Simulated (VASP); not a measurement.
# TiO (P-62m) in VASP: a series of runs, part 2 of 2

VASP 6.6.1. The steps go on from the part before.

### Step 3. Relaxation of cell and atoms, PBEsol

This run uses another cell than the first one, of 10.32 Å³/atom.

INCAR

```
ALGO     = Normal         # electronic algorithm
EDIFF    = 1E-7           # SCF threshold, eV
EDIFFG   = -0.005         # ionic threshold
ENCUT    = 600            # plane-wave cutoff, eV
GGA      = PS             # functional
IBRION   = 2              # ionic algorithm
ISIF     = 3              # what is computed and relaxed
ISMEAR   = 0              # smearing method
LASPH    = T              # aspherical terms in the spheres
LCHARG   = F              # write CHGCAR
LREAL    = F              # projectors in reciprocal space
LWAVE    = F              # write WAVECAR
NELM     = 60             # most SCF steps
NSW      = 100            # ionic steps
PREC     = Accurate       # precision mode
SIGMA    = 0.1            # smearing width, eV
```

KPOINTS

```
k-points
0
Gamma
  12 12 12
```

POSCAR

```
TiO
1.0
    4.9890877720      0.0000000000      0.0000000000
   -2.4945438860      4.3206767523      0.0000000000
    0.0000000000      0.0000000000      2.8733134400
Ti O
3 3
Direct
    0.6666666700      0.3333333300      0.5000000000
    0.3333333300      0.6666666700      0.5000000000
    0.0000000000      0.0000000000      0.0000000000
    0.6055592400      0.6055592400      0.0000000000
    0.3944407600      0.0000000000      0.0000000000
    0.0000000000      0.3944407600      0.0000000000
```

Potentials or basis: VASP PAW PBE potentials, release 64 (Ti_sv, O).

Launch:

```console
> cat potpaw_PBE.64/Ti_sv/POTCAR potpaw_PBE.64/O/POTCAR > POTCAR
> mpirun -np 1 vasp_std > vasp.out
```

OUTCAR:

```text
EDIFF = 1E-7
   EDIFFG = -0.005
   ENCUT = 600
   GGA = PS
   IBRION = 2
   ISIF = 3
   ISMEAR = 0
   LASPH = T
   LREAL = F
   NELM = 60
   NSW = 100
   PREC = Accurate

 ion  position               nearest neighbor table
   1  0.667  0.333  0.500-   6 2.10   6 2.10   5 2.10   5 2.10   4 2.10   4 2.10   2 2.88   2 2.88
                             2 2.88
   2  0.333  0.667  0.500-   5 2.10   5 2.10   6 2.10   6 2.10   4 2.10   4 2.10   1 2.88   1 2.88
                             1 2.88
   3  0.000  0.000  0.000-   5 1.97   4 1.97   6 1.97
   4  0.606  0.606  0.000-   3 1.97   2 2.10   2 2.10   1 2.10   1 2.10
   5  0.394  0.000  0.000-   3 1.97   2 2.10   2 2.10   1 2.10   1 2.10
   6  0.000  0.394  0.000-   3 1.97   1 2.10   1 2.10   2 2.10   2 2.10

  LATTYP: Found a hexagonal cell.
 ALAT       =     4.9890877720
 C/A-ratio  =     0.5759196012

  Lattice vectors:

 A1 = (   4.9890877720,   0.0000000000,   0.0000000000)
 A2 = (  -2.4945438860,   4.3206767523,   0.0000000000)
 A3 = (   0.0000000000,   0.0000000000,   2.8733134400)

Analysis of symmetry for initial positions (statically):
=====================================================================
 Subroutine PRICEL returns:
 Original cell was already a primitive cell.

 Routine SETGRP: Setting up the symmetry group for a
 hexagonal supercell.
[... 184 lines left out ...]
  -------------------------------------------------------------------------------------
  Total       -1.7484498     -1.7484498     -2.5404131      0.0000000      0.0000000      0.0000000
  in kB      -45.2280470    -45.2280470    -65.7141659      0.0000000      0.0000000      0.0000000
  external PRESSURE =     -52.0567533 kB  Pullay stress =       0.0000000 kB
[... 267 lines left out ...]
--------------------------------------- Ionic step        8  -------------------------------------------

 number of electron      53.9999999 magnetization

 Free energy of the ion-electron system (eV)
  ---------------------------------------------------
  ext. energy  EPLUGINS =         0.00000000
  ---------------------------------------------------
  free energy    TOTEN  =       -56.88013750 eV

  energy without entropy =      -56.87673532  energy(sigma->0) =      -56.87843641

 E-fermi :  10.9069     XC(G=0): -12.8198

 val. band max:       10.9065966069   @ k =   0.1667   0.0000   0.1667
 cond. band min:      10.9335003778   @ k =   0.2500   0.0000   0.5000
 fundamental gap:      0.0269037708
 Fermi energy:        10.9069407378

 k-point     1 :       0.0000    0.0000    0.0000
  band No.  band energies     occupation
      1     -47.1844      2.00000
      2     -47.0962      2.00000
      3     -46.6007      2.00000
      4     -23.7809      2.00000
      5     -23.7809      2.00000
      6     -23.4594      2.00000
[... 829 lines left out ...]
     31      12.0262      0.00000
     32      12.1382      0.00000

 [... further k-points ...]

------------------------ aborting loop because EDIFF is reached ----------------------------------------

  FORCE on cell =-STRESS in cart. coord.  units (eV):
  Direction    XX          YY          ZZ          XY          YZ          ZX
  --------------------------------------------------------------------------------------
  -------------------------------------------------------------------------------------
  Total        0.0001267      0.0001267     -0.0061196      0.0000000     -0.0000000      0.0000000
  in kB        0.0033538      0.0033538     -0.1619903      0.0000000     -0.0000000      0.0000000
  external PRESSURE =      -0.0517609 kB  Pullay stress =       0.0000000 kB
[... 21 lines left out ...]
  FREE ENERGIE OF THE ION-ELECTRON SYSTEM (eV)
  ---------------------------------------------------
  free  energy   TOTEN  =       -56.8801375032 eV

  energy  without entropy=      -56.8767353244  energy(sigma->0) =      -56.87843641

 reached required accuracy - stopping structural energy minimisation
```

OSZICAR:

```text
N       E                     dE             d eps       ncg     rms          rms(c)
DAV:   1     0.811895211065E+03    0.81190E+03   -0.30247E+04  8512   0.232E+03
DAV:   2     0.716400841696E+02   -0.74026E+03   -0.72772E+03  8640   0.654E+02
DAV:   3    -0.581597851113E+02   -0.12980E+03   -0.12831E+03 13544   0.231E+02
[... 90 lines left out ...]
DAV:   5    -0.568801354791E+02   -0.51665E-06   -0.70036E-06 13048   0.170E-02    0.313E-03
DAV:   6    -0.568801361202E+02   -0.64111E-06   -0.78572E-07 12168   0.561E-03    0.208E-03
DAV:   7    -0.568801371341E+02   -0.10139E-05   -0.10418E-06 13376   0.415E-03    0.146E-03
DAV:   8    -0.568801374185E+02   -0.28442E-06   -0.10583E-07  5448   0.249E-03    0.239E-04
DAV:   9    -0.568801375032E+02   -0.84661E-07   -0.64462E-08  4736   0.154E-03
   8 F= -.56880138E+02 E0= -.56878436E+02  d E =-.881228E-05
```

Run time: 15 min. Hardware: 1 thread of Intel Xeon 6975P-C (Granite Rapids), shared host; peak memory 0.39 GiB.

What came out:

- Free energy: -56.8801 eV
- Relaxed volume: 10.09 Å³/atom
- Relaxed cell: a = 4.963 Å, b = 4.963 Å, c = 2.838 Å, α = 90.00°, β = 90.00°, γ = 120.00°
- Space group after relaxing (to 0.1 Å): P-62m (No. 189)
- Energy gained by relaxing: 4.2 meV/atom
- Ionic steps: 8
- Pressure after relaxing: 0.0 GPa
- Band gap on the k mesh: zero (bands 27 and 28 overlap by 1.55 eV)

Forces in eV/Å, atoms in the order of the input:
```
Ti   0.000  0.000  0.000
Ti   0.000  0.000  0.000
Ti   0.000  0.000  0.000
O    0.001  0.002  0.000
O   -0.003  0.000  0.000
O    0.001 -0.002  0.000
```

The path:
```csv
step,energy change (eV),largest force (eV/Å),pressure (GPa),volume (Å³)
1,0.0000,0.0201,-5.21,61.94
2,0.0066,0.1232,6.66,58.98
3,-0.0245,0.0472,0.08,60.52
4,-0.0245,0.0486,0.19,60.49
5,-0.0253,0.0009,0.11,60.50
6,-0.0253,0.0025,0.10,60.50
7,-0.0253,0.0028,-0.10,60.55
8,-0.0253,0.0026,-0.01,60.53
```

Final structure:
```xyz
6
Lattice="4.9625 0.0000 0.0000 -2.4813 4.2977 0.0000 0.0000 0.0000 2.8380" Properties=species:S:1:pos:R:3 pbc="T T T"
Ti    2.4813    1.4326    1.4190
Ti    0.0000    2.8651    1.4190
Ti   -2.4813    4.2977    2.8380
O     1.5017    2.6011    0.0000
O    -0.5222    4.2977    0.0000
O     3.9830    1.6966    0.0000
```

Caveat: the PAW data sets were made with another functional, which shifts forces and pressure a little; semilocal functionals often make such compounds metallic where correlation or magnetic order opens a gap, which also shifts bond lengths.
